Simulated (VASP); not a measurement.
# Al2Au (Fm-3m) in VASP: a series of runs

The runs below take Al2Au through single point, with r2SCAN.

Everything below comes from runs of VASP 6.6.1. Logs are shortened: lines on timing, memory, paths and dates and some standing lists are left out, and cuts for length are marked.

### 1 The cell of the first run

The structure is cubic, space group Fm-3m (No. 225). Conventional cell: a = 6.011 Å, b = 6.011 Å, c = 6.011 Å, α = 90.00°, β = 90.00°, γ = 90.00°. Al (site symmetry -43m) has 4 Au at 2.60 Å and 6 Al at 3.01 Å within 3.4 Å. Au (site symmetry m-3m) has 8 Al at 2.60 Å within 3.4 Å.

### 2 Single point, r2SCAN

Input file POSCAR:

```
Al2Au
1.0
    0.0000000000      3.0053203300      3.0053203300
    3.0053203300      0.0000000000      3.0053203300
    3.0053203300      3.0053203300      0.0000000000
Al Au
2 1
Direct
    0.2500000000      0.2500000000      0.2500000000
    0.7500000000      0.7500000000      0.7500000000
    0.0000000000      0.0000000000      0.0000000000
```

Input file INCAR.step1:

```
SYSTEM = Al2Au
PREC = Accurate ; ENCUT = 520
ISMEAR = -1 ; SIGMA = 0.1
LREAL = .FALSE. ; LASPH = .TRUE.
NELM = 60 ; NBANDS = 16
GGA = PE ; ALGO = Normal
EDIFF = 1E-4 ; LWAVE = .TRUE.
LCHARG = .FALSE.
```

Input file INCAR.step2:

```
SYSTEM = Al2Au
PREC = Accurate ; ENCUT = 520
EDIFF = 1E-6 ; ISMEAR = -1
SIGMA = 0.1 ; LREAL = .FALSE.
LASPH = .TRUE. ; NELM = 60
ALGO = Normal ; ISIF = 2
LWAVE = .FALSE. ; LCHARG = .FALSE.
METAGGA = R2SCAN ; LMIXTAU = .TRUE.
NBANDS = 16 ; ISTART = 1
```

Input file KPOINTS:

```
Automatic mesh
0
G
  10 10 10
  0 0 0
```

Potentials or basis: VASP PAW PBE potentials, release 64 (Al, Au).

Run with:

```console
cat potpaw_PBE.64/Al/POTCAR potpaw_PBE.64/Au/POTCAR > POTCAR
cp INCAR.step1 INCAR
mpirun -np 1 vasp_std > vasp.out
cp INCAR.step2 INCAR
mpirun -np 1 vasp_std > vasp.out
```

OUTCAR:

```text
SYSTEM = Al2Au
   PREC = Accurate
   ENCUT = 520
   EDIFF = 1E-6
   ISMEAR = -1
   LREAL = .FALSE.
   LASPH = .TRUE.
   NELM = 60
   ISIF = 2
   METAGGA = R2SCAN
   ISTART = 1

 ion  position               nearest neighbor table
   1  0.250  0.250  0.250-   3 2.60   3 2.60   3 2.60   3 2.60   2 3.01   2 3.01   2 3.01   2 3.01
                             2 3.01   2 3.01
   2  0.750  0.750  0.750-   3 2.60   3 2.60   3 2.60   3 2.60   1 3.01   1 3.01   1 3.01   1 3.01
                             1 3.01   1 3.01
   3  0.000  0.000  0.000-   2 2.60   2 2.60   2 2.60   1 2.60   2 2.60   1 2.60   1 2.60   1 2.60

  LATTYP: Found a face centered cubic cell.
 ALAT       =     6.0106406600

  Lattice vectors:

 A1 = (   0.0000000000,   3.0053203300,   3.0053203300)
 A2 = (   3.0053203300,   0.0000000000,   3.0053203300)
 A3 = (   3.0053203300,   3.0053203300,   0.0000000000)

Analysis of symmetry for initial positions (statically):
=====================================================================
 Subroutine PRICEL returns:
 Original cell was already a primitive cell.

 Routine SETGRP: Setting up the symmetry group for a
 face centered cubic supercell.

 Subroutine GETGRP returns: Found 48 space group operations
 (whereof 48 operations were pure point group operations)
 out of a pool of 48 trial point group operations.

The static configuration has the point symmetry O_h .

Analysis of symmetry for dynamics (positions and initial velocities):
=====================================================================
 Subroutine PRICEL returns:
 Original cell was already a primitive cell.

 Routine SETGRP: Setting up the symmetry group for a
 face centered cubic supercell.

 Subroutine GETGRP returns: Found 48 space group operations
 (whereof 48 operations were pure point group operations)
 out of a pool of 48 trial point group operations.

The dynamic configuration has the point symmetry O_h .

 Subroutine INISYM returns: Found 48 space group operations
 (whereof 48 operations are pure point group operations),
 and found     1 'primitive' translations

----------------------------------------------------------------------------------------

                                     Primitive cell

  volume of cell :      54.2878

  direct lattice vectors                    reciprocal lattice vectors
     0.000000000  3.005320330  3.005320330    -0.166371616  0.166371616  0.166371616
     3.005320330  0.000000000  3.005320330     0.166371616 -0.166371616  0.166371616
     3.005320330  3.005320330  0.000000000     0.166371616  0.166371616 -0.166371616

  length of vectors
     4.250164770  4.250164770  4.250164770     0.288164092  0.288164092  0.288164092

  position of ions in fractional coordinates (direct lattice)
     0.250000000  0.250000000  0.250000000
     0.750000000  0.750000000  0.750000000
     0.000000000  0.000000000  0.000000000

  ion indices of the primitive-cell ions
   primitive index   ion index
                 1           1
                 2           2
                 3           3

----------------------------------------------------------------------------------------

 KPOINTS: Automatic mesh

Automatic generation of k-mesh.
 Grid dimensions read from file:
 generate k-points for:   10   10   10

 Generating k-lattice:

  Cartesian coordinates                     Fractional coordinates (reciprocal lattice)
    -0.016637162  0.016637162  0.016637162     0.100000000  0.000000000  0.000000000
     0.016637162 -0.016637162  0.016637162     0.000000000  0.100000000  0.000000000
     0.016637162  0.016637162 -0.016637162     0.000000000  0.000000000  0.100000000

  Length of vectors
     0.028816409  0.028816409  0.028816409

  Shift w.r.t. Gamma in fractional coordinates (k-lattice)
     0.000000000  0.000000000  0.000000000

 Subroutine IBZKPT returns following result:
 ===========================================

 Found     47 irreducible k-points:

 Following reciprocal coordinates:
            Coordinates               Weight
  0.000000  0.000000  0.000000      1.000000
  0.100000  0.000000  0.000000      8.000000
  0.200000  0.000000  0.000000      8.000000
  0.300000  0.000000  0.000000      8.000000
  0.400000  0.000000  0.000000      8.000000
  0.500000  0.000000  0.000000      4.000000
[... 16 lines left out ...]
  0.300000  0.300000  0.000000      6.000000
  0.400000  0.300000  0.000000     24.000000
 [... further k-points ...]
   k-points           NKPTS =     47   k-points in BZ     NKDIM =     47   number of bands    NBANDS=     16
   number of dos      NEDOS =    301   number of ions     NIONS =      3
   total plane-waves  NPLWV =  32768
   dimension x,y,z NGX =    32 NGY =   32 NGZ =   32
   dimension x,y,z NGXF=    64 NGYF=   64 NGZF=   64
   ions per type =               2   1
   NGX,Y,Z   is equivalent  to a cutoff of  12.52, 12.52, 12.52 a.u.
   NGXF,Y,Z  is equivalent  to a cutoff of  25.03, 25.03, 25.03 a.u.
 SYSTEM =  Al2Au
   PREC   = accura    normal or accurate (medium, high low for compatibility)
   ISTART =      1    job   : 0-new  1-cont  2-samecut
   ICHARG =      0    charge: 1-file 2-atom 10-const
   ISPIN  =      1    spin polarized calculation?
   LNONCOLLINEAR =      F non collinear calculations
   LSORBIT =      F    spin-orbit coupling
   LASPH  =      T    aspherical Exc in radial PAW
   ENCUT  =  520.0 eV  38.22 Ry    6.18 a.u.   7.90  7.90  7.90*2*pi/ulx,y,z
   NELM   =     60;   NELMIN=  2; NELMDL=  0     # of ELM steps
   EDIFF  = 0.1E-05   stopping-criterion for ELM
   LREAL  =      F    real-space projection
   EDIFFG = 0.1E-04   stopping-criterion for IOM
   NSW    =      0    number of steps for IOM
   IBRION =     -1    ionic relax: 0-MD 1-quasi-New 2-CG
   NFREE  =      0    steps in history (QN), initial steepest desc. (CG)
   ISIF   =      2    stress and relaxation
   ISYM   =      2    0-nonsym 1-usesym 2-fastsym
   POTIM  = 0.5000    time-step for ionic-motion
   TEBEG  =    0.0;   TEEND  =   0.0 temperature during run
   PSTRESS=    0.0 pullay stress
   NELECT =      17.0000    total number of electrons
   NUPDOWN=      -1.0000    fix difference up-down
   EMIN   =  10.00;   EMAX   =-10.00  energy-range for DOS
   EFERMI =   0.00;   METHOD = LEGACY
   ISMEAR =    -1;   SIGMA  =   0.10  broadening in eV -4-tet -1-fermi 0-gaus
   EFERMI_NEDOS =   21; number of points for ismear=-14 and -15
   IALGO  =     38    algorithm
   IMIX   =      4    mixing-type and parameters
     AMIX     =   0.40;   BMIX     =  1.00
     AMIX_MAG =   1.60;   BMIX_MAG =  1.00
  volume/ion in A,a.u.               =      18.10       122.12
  Fermi-wavevector in a.u.,A,eV,Ry     =   1.111707  2.100822 16.815340  1.235893
  Thomas-Fermi vector in A             =   2.248273
   LORBIT       =      0    0 simple, 1 ext, 2 COOP (PROOUT), +10 PAW based schemes
   METAGGA = R2SCAN    functional components
   LHFCALC =     F    Hartree Fock is set to
   AEXX    =    0.0000 exact exchange contribution
   IVDW    =     0    specifies the selected vdW correction
   LEPSILON=     F    determine dielectric tensor
   LRPA    =     F    only Hartree local field effects (RPA)
 non-spin polarized calculation
  energy-cutoff  :      520.00
  volume of cell :       54.29
 maximum number of plane-waves:      1476
   NGX = 15   NGY = 15   NGZ = 15

 number of electron      17.0000001 magnetization

 Free energy of the ion-electron system (eV)
  ---------------------------------------------------
  ext. energy  EPLUGINS =         0.00000000
  ---------------------------------------------------
  free energy    TOTEN  =       -65.55647809 eV

  energy without entropy =      -65.52920384  energy(sigma->0) =      -65.54284097

 E-fermi :   7.6369     XC(G=0): -11.2473

 val. band max:        7.6208288045   @ k =  -0.2000   0.1000   0.0000
 cond. band min:       7.6509299469   @ k =   0.5000   0.1000   0.0000
 fundamental gap:      0.0301011424
 Fermi energy:         7.6368832976

 k-point     1 :       0.0000    0.0000    0.0000
  band No.  band energies     occupation
      1      -3.4076      2.00000
      2       0.7391      2.00000
      3       0.7391      2.00000
      4       0.7391      2.00000
      5       1.7363      2.00000
      6       1.7363      2.00000
[... 8 lines left out ...]
     15      13.9134      0.00000
     16      13.9134      0.00000

 k-point     2 :       0.1000    0.0000    0.0000
  band No.  band energies     occupation
      1      -3.2697      2.00000
      2       0.6978      2.00000
      3       0.7744      2.00000
      4       0.7744      2.00000
      5       1.7295      2.00000
      6       1.7295      2.00000
[... 8 lines left out ...]
     15      13.5385      0.00000
     16      13.6615      0.00000

 k-point     3 :       0.2000    0.0000    0.0000
  band No.  band energies     occupation
      1      -2.8676      2.00000
      2       0.6027      2.00000
      3       0.8598      2.00000
      4       0.8598      2.00000
      5       1.7263      2.00000
      6       1.7263      2.00000
[... 8 lines left out ...]
     15      13.7939      0.00000
     16      14.1475      0.00000

 k-point     4 :       0.3000    0.0000    0.0000
  band No.  band energies     occupation
      1      -2.2504      2.00000
      2       0.5344      2.00000
      3       0.9435      2.00000
      4       0.9435      2.00000
      5       1.7623      2.00000
      6       1.7623      2.00000
[... 8 lines left out ...]
     15      14.9932      0.00000
     16      15.3083      0.00000
[... 324 lines left out ...]
 k-point    22 :      -0.2000    0.2000    0.0000
  band No.  band energies     occupation
      1      -2.0169      2.00000
      2       0.4364      2.00000
      3       0.9945      2.00000
      4       1.0506      2.00000
      5       1.6147      2.00000
      6       1.8733      2.00000
[... 8 lines left out ...]
     15      15.5253      0.00000
     16      17.0593      0.00000

 k-point    23 :       0.3000    0.3000    0.0000
  band No.  band energies     occupation
      1      -1.7863      2.00000
      2       0.2701      2.00000
      3       1.2160      2.00000
      4       1.2160      2.00000
      5       1.3724      2.00000
      6       1.9469      2.00000
[... 8 lines left out ...]
     15      15.8735      0.00000
     16      17.7119      0.00000

 k-point    24 :       0.4000    0.3000    0.0000
  band No.  band energies     occupation
      1      -1.1717      2.00000
      2       0.1933      2.00000
      3       1.1559      2.00000
      4       1.3325      2.00000
      5       1.5361      2.00000
      6       1.9810      2.00000
[... 8 lines left out ...]
     15      17.2307      0.00000
     16      18.8040      0.00000

 [... further k-points ...]
[... 5 lines left out ...]
  --------------------------------------------------------------------------------------
  -------------------------------------------------------------------------------------
  Total       -0.1006808     -0.1006808     -0.1006808     -0.0000000     -0.0000000      0.0000000
  in kB       -2.9713571     -2.9713571     -2.9713571     -0.0000000     -0.0000000      0.0000000
  external PRESSURE =      -2.9713571 kB  Pullay stress =       0.0000000 kB

 VOLUME and BASIS-vectors are now :
 -----------------------------------------------------------------------------
  energy-cutoff  :      520.00
  volume of cell :       54.29
      direct lattice vectors                 reciprocal lattice vectors
     0.000000000  3.005320330  3.005320330    -0.166371616  0.166371616  0.166371616
     3.005320330  0.000000000  3.005320330     0.166371616 -0.166371616  0.166371616
     3.005320330  3.005320330  0.000000000     0.166371616  0.166371616 -0.166371616

 POSITION                                       TOTAL-FORCE (eV/Angst)
 -----------------------------------------------------------------------------------
      1.50266      1.50266      1.50266        -0.000000     -0.000000     -0.000000
      4.50798      4.50798      4.50798         0.000000      0.000000      0.000000
      0.00000      0.00000      0.00000         0.000000     -0.000000      0.000000
 -----------------------------------------------------------------------------------
    total drift:                                0.000000     -0.000000      0.000000

  FREE ENERGIE OF THE ION-ELECTRON SYSTEM (eV)
  ---------------------------------------------------
  free  energy   TOTEN  =       -65.5564780942 eV

  energy  without entropy=      -65.5292038378  energy(sigma->0) =      -65.54284097
```

Run time: 96 s. Hardware: 1 thread of Intel Xeon Platinum 8259CL at 2.50GHz (Skylake/Cascade Lake), shared host; peak memory 0.21 GiB.

What came out:

* Free energy: -65.5565 eV
* Pressure: -0.3 GPa

Levels at points of the mesh, in eV from the Fermi level:
| k point | band 6 | band 7 | band 8 | band 9 | band 10 | band 11 | band 12 | band 13 |
| --- | --- | --- | --- | --- | --- | --- | --- | --- |
| (0.00, 0.00, 0.00) | -5.90 | 2.87 | 3.06 | 3.06 | 3.06 | 4.17 | 4.17 | 4.17 |
| (0.50, 0.00, 0.00) | -5.76 | -5.70 | 0.35 | 0.35 | 3.82 | 4.04 | 4.10 | 4.10 |
| (0.50, 0.50, 0.00) | -5.57 | -5.28 | -2.23 | -2.23 | 1.56 | 2.39 | 8.03 | 10.61 |

Caveat: the PAW data sets were made with another functional, which shifts forces and pressure a little; spin-orbit coupling is left out, which moves the levels of the heavy elements.

### 3 Single point, r2SCAN

This run uses another cell than the first one, of 18.46 Å³/atom, 1.020 times its volume.

Input file POSCAR:

```
Al2Au
1.0
    0.0000000000      3.0252236900      3.0252236900
    3.0252236900      0.0000000000      3.0252236900
    3.0252236900      3.0252236900      0.0000000000
Al Au
2 1
Direct
    0.2500000000      0.2500000000      0.2500000000
    0.7500000000      0.7500000000      0.7500000000
    0.0000000000      0.0000000000      0.0000000000
```

Input file INCAR.step1:

```
PREC     = Accurate       # precision mode
ENCUT    = 520            # plane-wave cutoff, eV
ISMEAR   = -1             # smearing method
SIGMA    = 0.1            # smearing width, eV
LREAL    = F              # projectors in reciprocal space
LASPH    = T              # aspherical terms in the spheres
NELM     = 80             # most SCF steps
NBANDS   = 16             # bands
GGA      = PE             # functional
ALGO     = Normal         # electronic algorithm
EDIFF    = 1E-4           # SCF threshold, eV
LWAVE    = T              # write WAVECAR
LCHARG   = F              # write CHGCAR
```

Input file INCAR.step2:

```
PREC     = Accurate       # precision mode
ENCUT    = 520            # plane-wave cutoff, eV
EDIFF    = 1E-6           # SCF threshold, eV
ISMEAR   = -1             # smearing method
SIGMA    = 0.1            # smearing width, eV
LREAL    = F              # projectors in reciprocal space
LASPH    = T              # aspherical terms in the spheres
NELM     = 80             # most SCF steps
ALGO     = Normal         # electronic algorithm
ISIF     = 2              # what is computed and relaxed
LWAVE    = F              # write WAVECAR
LCHARG   = F              # write CHGCAR
METAGGA  = R2SCAN         # meta-GGA
LMIXTAU  = T            
NBANDS   = 16             # bands
ISTART   = 1
```

Input file KPOINTS:

```
Automatic mesh
0
Gamma
  10 10 10
```

Potentials or basis: VASP PAW PBE potentials, release 64 (Al, Au).

Run with:

```console
cat potpaw_PBE.64/Al/POTCAR potpaw_PBE.64/Au/POTCAR > POTCAR
cp INCAR.step1 INCAR
mpirun -np 1 vasp_std > vasp.out
cp INCAR.step2 INCAR
mpirun -np 1 vasp_std > vasp.out
```

It took 96 s on 1 thread of Intel Xeon Platinum 8259CL at 2.50GHz (Skylake/Cascade Lake), shared host; peak memory 0.2 GiB.

The run converged. Its results:

```
Free energy : -65.5468 eV
Pressure    : -2.5 GPa
```

Levels at points of the mesh, in eV from the Fermi level:
| k point | band 5 | band 6 | band 7 | band 8 | band 9 | band 10 | band 11 | band 12 | band 13 | band 14 |
| --- | --- | --- | --- | --- | --- | --- | --- | --- | --- | --- |
| (0.00, 0.00, 0.00) | -5.81 | -5.81 | 2.72 | 3.05 | 3.05 | 3.05 | 4.08 | 4.08 | 4.08 | 6.21 |
| (0.50, 0.00, 0.00) | -5.68 | -5.68 | -5.63 | 0.36 | 0.36 | 3.77 | 3.88 | 4.03 | 4.03 | 9.29 |
| (0.50, 0.50, 0.00) | -5.95 | -5.50 | -5.21 | -2.18 | -2.18 | 1.44 | 2.37 | 8.01 | 10.43 | 10.43 |

Caveat: the PAW data sets were made with another functional, which shifts forces and pressure a little; spin-orbit coupling is left out, which moves the levels of the heavy elements.

### 4 Single point, r2SCAN

This run uses another cell than the first one, of 18.82 Å³/atom, 1.040 times its volume.

Input file POSCAR:

```
Al2Au
1.0
    0.0000000000      3.0448685500      3.0448685500
    3.0448685500      0.0000000000      3.0448685500
    3.0448685500      3.0448685500      0.0000000000
Al Au
2 1
Direct
    0.2500000000      0.2500000000      0.2500000000
    0.7500000000      0.7500000000      0.7500000000
    0.0000000000      0.0000000000      0.0000000000
```

Input file INCAR.step1:

```
SYSTEM = Al2Au
  ALGO = Normal
  EDIFF = 1E-4
  ENCUT = 520
  GGA = PE
  ISMEAR = -1
  LASPH = .TRUE.
  LCHARG = .FALSE.
  LREAL = .FALSE.
  LWAVE = .TRUE.
  NBANDS = 16
  NELM = 80
  PREC = Accurate
  SIGMA = 0.1
```

Input file INCAR.step2:

```
SYSTEM = Al2Au
  ALGO = Normal
  EDIFF = 1E-6
  ENCUT = 520
  ISIF = 2
  ISMEAR = -1
  ISTART = 1
  LASPH = .TRUE.
  LCHARG = .FALSE.
  LMIXTAU = .TRUE.
  LREAL = .FALSE.
  LWAVE = .FALSE.
  METAGGA = R2SCAN
  NBANDS = 16
  NELM = 80
  PREC = Accurate
  SIGMA = 0.1
```

Input file KPOINTS:

```
k-points
0
G
  10 10 10
  0 0 0
```

Run with:

```console
cat potpaw_PBE.64/Al/POTCAR potpaw_PBE.64/Au/POTCAR > POTCAR
cp INCAR.step1 INCAR
mpirun -np 1 vasp_std > vasp.out
cp INCAR.step2 INCAR
mpirun -np 1 vasp_std > vasp.out
```

Wall time 93 s (1 thread of Intel Xeon Platinum 8259CL at 2.50GHz (Skylake/Cascade Lake), shared host); peak memory 0.21 GiB.

It converged, with:

```yaml
Free_energy: -65.5230 eV
Pressure: -4.5 GPa
```

Levels at points of the mesh, in eV from the Fermi level:
| k point | band 5 | band 6 | band 7 | band 8 | band 9 | band 10 | band 11 | band 12 | band 13 | band 14 |
| --- | --- | --- | --- | --- | --- | --- | --- | --- | --- | --- |
| (0.00, 0.00, 0.00) | -5.73 | -5.73 | 2.56 | 3.05 | 3.05 | 3.05 | 3.98 | 3.98 | 3.98 | 6.15 |
| (0.50, 0.00, 0.00) | -5.60 | -5.60 | -5.55 | 0.37 | 0.37 | 3.72 | 3.72 | 3.97 | 3.97 | 9.22 |
| (0.50, 0.50, 0.00) | -5.86 | -5.43 | -5.14 | -2.14 | -2.14 | 1.32 | 2.35 | 8.00 | 10.25 | 10.25 |

Caveat: the PAW data sets were made with another functional, which shifts forces and pressure a little; spin-orbit coupling is left out, which moves the levels of the heavy elements.

### 5 Summary

| cell | gap on the mesh (eV) | pressure (GPa) |
| --- | --- | --- |
| a = 4.250 Å, angles 60.0°, 3 atoms | none | -0.3 |
| a = 4.278 Å, angles 60.0°, 3 atoms | none | -2.5 |
| a = 4.306 Å, angles 60.0°, 3 atoms | none | -4.5 |

Alike in all rows: task single point; level r2SCAN; potentials or basis VASP PAW PBE potentials, release 64 (Al, Au); no spin polarisation; k mesh 10 × 10 × 10; cutoff (eV) 520; smearing fermi-dirac 0.1 eV.

Caveats: the PAW data sets were made with another functional, which shifts forces and pressure a little; spin-orbit coupling is left out, which moves the levels of the heavy elements.

Absolute energies hang on the potentials; compare differences alone.
